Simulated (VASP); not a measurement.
# GaN (km) (F-43m) in VASP: single point with PBEsol

Aim: the single point of GaN (km) with PBEsol.

Program: VASP 6.6.1. These are calculated values, not measurements. Logs are shortened: lines on timing, memory, paths and dates and some standing lists are left out, and cuts for length are marked.

## Step 1: The cell of the first run

The structure is cubic, space group F-43m (No. 216). The conventional cell has a = 4.498 Å, b = 4.498 Å, c = 4.498 Å, α = 90.00°, β = 90.00°, γ = 90.00°. Within 2.6 Å of Ga (site symmetry -43m) lie 4 N at 1.95 Å. Within 2.6 Å of N (site symmetry -43m) lie 4 Ga at 1.95 Å.

## Step 2: Single point, PBEsol

Contents of INCAR:

```
SYSTEM = GaN
PREC     = Accurate       ! precision mode
ENCUT    = 600            ! plane-wave cutoff, eV
EDIFF    = 1E-6           ! SCF threshold, eV
ISMEAR   = 0              ! smearing method
SIGMA    = 0.02           ! smearing width, eV
LREAL    = .False.        ! projectors in reciprocal space
LASPH    = .True.         ! aspherical terms in the spheres
NELM     = 120            ! most SCF steps
ALGO     = Normal         ! electronic algorithm
ISIF     = 2              ! what is computed and relaxed
LWAVE    = .False.        ! write WAVECAR
LCHARG   = .False.        ! write CHGCAR
GGA      = PS             ! functional
NBANDS   = 16             ! bands
GGA_COMPAT= .False.
```

Contents of KPOINTS:

```
Automatic mesh
0
Gamma
  6 6 6
  0 0 0
```

Contents of POSCAR:

```
GaN
1.0
    0.0000000000      2.2491509462      2.2491509462
    2.2491509462      0.0000000000      2.2491509462
    2.2491509462      2.2491509462      0.0000000000
Ga N
1 1
Direct
    0.0000000000      0.0000000000      0.0000000000
    0.2500000000      0.2500000000      0.2500000000
```

Potentials or basis: VASP PAW PBE potentials, release 64 (Ga_d, N).

The run is started by

```bash
> cat potpaw_PBE.64/Ga_d/POTCAR potpaw_PBE.64/N/POTCAR > POTCAR
> mpirun -np 1 vasp_std > vasp.out
```

OUTCAR:

```text
SYSTEM = GaN
   PREC = Accurate
   ENCUT = 600
   EDIFF = 1E-6
   ISMEAR = 0
   LREAL = .False.
   LASPH = .True.
   NELM = 120
   ISIF = 2
   GGA = PS

 ion  position               nearest neighbor table
   1  0.000  0.000  0.000-   2 1.95   2 1.95   2 1.95   2 1.95
   2  0.250  0.250  0.250-   1 1.95   1 1.95   1 1.95   1 1.95

  LATTYP: Found a face centered cubic cell.
 ALAT       =     4.4983018924

  Lattice vectors:

 A1 = (   0.0000000000,   2.2491509462,   2.2491509462)
 A2 = (   2.2491509462,   0.0000000000,   2.2491509462)
 A3 = (   2.2491509462,   2.2491509462,   0.0000000000)

Analysis of symmetry for initial positions (statically):
=====================================================================
 Subroutine PRICEL returns:
 Original cell was already a primitive cell.

 Routine SETGRP: Setting up the symmetry group for a
 face centered cubic supercell.

 Subroutine GETGRP returns: Found 24 space group operations
 (whereof 24 operations were pure point group operations)
 out of a pool of 48 trial point group operations.

The static configuration has the point symmetry T_d .

Analysis of symmetry for dynamics (positions and initial velocities):
=====================================================================
 Subroutine PRICEL returns:
 Original cell was already a primitive cell.

 Routine SETGRP: Setting up the symmetry group for a
 face centered cubic supercell.

 Subroutine GETGRP returns: Found 24 space group operations
 (whereof 24 operations were pure point group operations)
 out of a pool of 48 trial point group operations.

The dynamic configuration has the point symmetry T_d .

 Subroutine INISYM returns: Found 24 space group operations
 (whereof 24 operations are pure point group operations),
 and found     1 'primitive' translations

----------------------------------------------------------------------------------------

                                     Primitive cell

  volume of cell :      22.7555

  direct lattice vectors                    reciprocal lattice vectors
     0.000000000  2.249150946  2.249150946    -0.222306111  0.222306111  0.222306111
     2.249150946  0.000000000  2.249150946     0.222306111 -0.222306111  0.222306111
     2.249150946  2.249150946  0.000000000     0.222306111  0.222306111 -0.222306111

  length of vectors
     3.180779772  3.180779772  3.180779772     0.385045479  0.385045479  0.385045479

  position of ions in fractional coordinates (direct lattice)
     0.000000000  0.000000000  0.000000000
     0.250000000  0.250000000  0.250000000

  ion indices of the primitive-cell ions
   primitive index   ion index
                 1           1
                 2           2

----------------------------------------------------------------------------------------

 KPOINTS: Automatic mesh

Automatic generation of k-mesh.
 Grid dimensions read from file:
 generate k-points for:    6    6    6

 Generating k-lattice:

  Cartesian coordinates                     Fractional coordinates (reciprocal lattice)
    -0.037051019  0.037051019  0.037051019     0.166666667  0.000000000  0.000000000
     0.037051019 -0.037051019  0.037051019     0.000000000  0.166666667  0.000000000
     0.037051019  0.037051019 -0.037051019     0.000000000  0.000000000  0.166666667

  Length of vectors
     0.064174247  0.064174247  0.064174247

  Shift w.r.t. Gamma in fractional coordinates (k-lattice)
     0.000000000  0.000000000  0.000000000

 Subroutine IBZKPT returns following result:
 ===========================================

 Found     16 irreducible k-points:

 Following reciprocal coordinates:
            Coordinates               Weight
  0.000000  0.000000  0.000000      1.000000
  0.166667  0.000000  0.000000      8.000000
  0.333333  0.000000  0.000000      8.000000
  0.500000  0.000000  0.000000      4.000000
  0.166667  0.166667  0.000000      6.000000
  0.333333  0.166667  0.000000     24.000000
[... 8 lines left out ...]
 -0.333333  0.333333  0.166667     24.000000
 -0.333333  0.500000  0.166667     12.000000
   k-points           NKPTS =     16   k-points in BZ     NKDIM =     16   number of bands    NBANDS=     16
   number of dos      NEDOS =    301   number of ions     NIONS =      2
   total plane-waves  NPLWV =  21952
   dimension x,y,z NGX =    28 NGY =   28 NGZ =   28
   dimension x,y,z NGXF=    56 NGYF=   56 NGZF=   56
   ions per type =               1   1
   NGX,Y,Z   is equivalent  to a cutoff of  14.63, 14.63, 14.63 a.u.
   NGXF,Y,Z  is equivalent  to a cutoff of  29.27, 29.27, 29.27 a.u.
 SYSTEM =  GaN
   PREC   = accura    normal or accurate (medium, high low for compatibility)
   ISTART =      0    job   : 0-new  1-cont  2-samecut
   ICHARG =      2    charge: 1-file 2-atom 10-const
   ISPIN  =      1    spin polarized calculation?
   LNONCOLLINEAR =      F non collinear calculations
   LSORBIT =      F    spin-orbit coupling
   LASPH  =      T    aspherical Exc in radial PAW
   ENCUT  =  600.0 eV  44.10 Ry    6.64 a.u.   6.35  6.35  6.35*2*pi/ulx,y,z
   NELM   =    120;   NELMIN=  2; NELMDL= -5     # of ELM steps
   EDIFF  = 0.1E-05   stopping-criterion for ELM
   LREAL  =      F    real-space projection
   EDIFFG = 0.1E-04   stopping-criterion for IOM
   NSW    =      0    number of steps for IOM
   IBRION =     -1    ionic relax: 0-MD 1-quasi-New 2-CG
   NFREE  =      0    steps in history (QN), initial steepest desc. (CG)
   ISIF   =      2    stress and relaxation
   ISYM   =      2    0-nonsym 1-usesym 2-fastsym
   POTIM  = 0.5000    time-step for ionic-motion
   TEBEG  =    0.0;   TEEND  =   0.0 temperature during run
   PSTRESS=    0.0 pullay stress
   NELECT =      18.0000    total number of electrons
   NUPDOWN=      -1.0000    fix difference up-down
   EMIN   =  10.00;   EMAX   =-10.00  energy-range for DOS
   EFERMI =   0.00;   METHOD = LEGACY
   ISMEAR =     0;   SIGMA  =   0.02  broadening in eV -4-tet -1-fermi 0-gaus
   EFERMI_NEDOS =   21; number of points for ismear=-14 and -15
   IALGO  =     38    algorithm
   IMIX   =      4    mixing-type and parameters
     AMIX     =   0.40;   BMIX     =  1.00
     AMIX_MAG =   1.60;   BMIX_MAG =  1.00
  volume/ion in A,a.u.               =      11.38        76.78
  Fermi-wavevector in a.u.,A,eV,Ry     =   1.514039  2.861119 31.188827  2.292314
  Thomas-Fermi vector in A             =   2.623750
   LORBIT       =      0    0 simple, 1 ext, 2 COOP (PROOUT), +10 PAW based schemes
   GGA     = PS    functional components
   LHFCALC =     F    Hartree Fock is set to
   AEXX    =    0.0000 exact exchange contribution
   IVDW    =     0    specifies the selected vdW correction
   LEPSILON=     F    determine dielectric tensor
   LRPA    =     F    only Hartree local field effects (RPA)
 non-spin polarized calculation
 Gauss-broadening in eV      SIGMA  =   0.02
  energy-cutoff  :      600.00
  volume of cell :       22.76
 maximum number of plane-waves:       769
 NGX is ok and might be reduce to    28
   NGX = 13   NGY = 13   NGZ = 13

 number of electron      18.0000005 magnetization

 Free energy of the ion-electron system (eV)
  ---------------------------------------------------
  ext. energy  EPLUGINS =         0.00000000
  ---------------------------------------------------
  free energy    TOTEN  =       -13.11949984 eV

  energy without entropy =      -13.11949984  energy(sigma->0) =      -13.11949984

 E-fermi :   5.3957     XC(G=0): -11.9322

 val. band max:        5.2177507822   @ k =   0.0000   0.0000   0.0000
 cond. band min:       6.9355012601   @ k =   0.0000   0.0000   0.0000
 fundamental gap:      1.7177504779
 Fermi energy:         5.3956783212

 k-point     1 :       0.0000    0.0000    0.0000
  band No.  band energies     occupation
      1     -10.7663      2.00000
      2      -8.1959      2.00000
      3      -8.1959      2.00000
      4      -8.1959      2.00000
      5      -7.8650      2.00000
      6      -7.8650      2.00000
[... 8 lines left out ...]
     15      23.9488      0.00000
     16      23.9488      0.00000

 k-point     2 :       0.1667    0.0000    0.0000
  band No.  band energies     occupation
      1     -10.4708      2.00000
      2      -8.1609      2.00000
      3      -8.1609      2.00000
      4      -8.0736      2.00000
      5      -7.8666      2.00000
      6      -7.8666      2.00000
[... 8 lines left out ...]
     15      22.0295      0.00000
     16      22.0295      0.00000

 k-point     3 :       0.3333    0.0000    0.0000
  band No.  band energies     occupation
      1      -9.9703      2.00000
      2      -8.1145      2.00000
      3      -8.1145      2.00000
      4      -7.8438      2.00000
      5      -7.8438      2.00000
      6      -7.4144      2.00000
[... 8 lines left out ...]
     15      22.8067      0.00000
     16      22.8067      0.00000

 k-point     4 :       0.5000    0.0000    0.0000
  band No.  band energies     occupation
      1      -9.8055      2.00000
      2      -8.1057      2.00000
      3      -8.1057      2.00000
      4      -7.8167      2.00000
      5      -7.8167      2.00000
      6      -6.6125      2.00000
[... 8 lines left out ...]
     15      24.8178      0.00000
     16      24.8178      0.00000
[... 172 lines left out ...]
 k-point    14 :       0.5000    0.3333    0.1667
  band No.  band energies     occupation
      1      -9.7352      2.00000
      2      -8.0573      2.00000
      3      -8.0365      2.00000
      4      -7.9268      2.00000
      5      -7.8275      2.00000
      6      -6.7524      2.00000
[... 8 lines left out ...]
     15      25.0290      0.00000
     16      27.5945      0.00000

 k-point    15 :      -0.3333    0.3333    0.1667
  band No.  band energies     occupation
      1      -9.6580      2.00000
      2      -8.0724      2.00000
      3      -8.0040      2.00000
      4      -7.8897      2.00000
      5      -7.8417      2.00000
      6      -6.1070      2.00000
[... 8 lines left out ...]
     15      24.0041      0.00000
     16      27.9863      0.00000

 k-point    16 :      -0.3333    0.5000    0.1667
  band No.  band energies     occupation
      1      -9.6216      2.00000
      2      -8.0646      2.00000
      3      -7.9858      2.00000
      4      -7.8742      2.00000
      5      -7.8245      2.00000
      6      -5.9571      2.00000
[... 8 lines left out ...]
     15      25.7932      0.00000
     16      28.2374      0.00000

------------------------ aborting loop because EDIFF is reached ----------------------------------------

  FORCE on cell =-STRESS in cart. coord.  units (eV):
  Direction    XX          YY          ZZ          XY          YZ          ZX
  --------------------------------------------------------------------------------------
  -------------------------------------------------------------------------------------
  Total       -0.0635032     -0.0635032     -0.0635032      0.0000000      0.0000000     -0.0000000
  in kB       -4.4711608     -4.4711608     -4.4711608      0.0000000      0.0000000     -0.0000000
  external PRESSURE =      -4.4711608 kB  Pullay stress =       0.0000000 kB

 VOLUME and BASIS-vectors are now :
 -----------------------------------------------------------------------------
  energy-cutoff  :      600.00
  volume of cell :       22.76
      direct lattice vectors                 reciprocal lattice vectors
     0.000000000  2.249150946  2.249150946    -0.222306111  0.222306111  0.222306111
     2.249150946  0.000000000  2.249150946     0.222306111 -0.222306111  0.222306111
     2.249150946  2.249150946  0.000000000     0.222306111  0.222306111 -0.222306111

 POSITION                                       TOTAL-FORCE (eV/Angst)
 -----------------------------------------------------------------------------------
      0.00000      0.00000      0.00000         0.000000      0.000000      0.000000
      1.12458      1.12458      1.12458        -0.000000     -0.000000     -0.000000
 -----------------------------------------------------------------------------------
    total drift:                                0.000000      0.000000      0.000000

  FREE ENERGIE OF THE ION-ELECTRON SYSTEM (eV)
  ---------------------------------------------------
  free  energy   TOTEN  =       -13.1194998352 eV

  energy  without entropy=      -13.1194998352  energy(sigma->0) =      -13.11949984
```

Wall time 20 s (1 thread of Intel Xeon 8259CL, shared host); peak memory 0.15 GiB.

What came out:

* Free energy: -13.1195 eV
* Pressure: -0.4 GPa
* Band gap on the k mesh: 1.72 eV, direct

Caveat: the PAW data sets were made with another functional, which shifts forces and pressure a little. A hybrid or GW would open this gap; PBEsol tends to underestimate it.
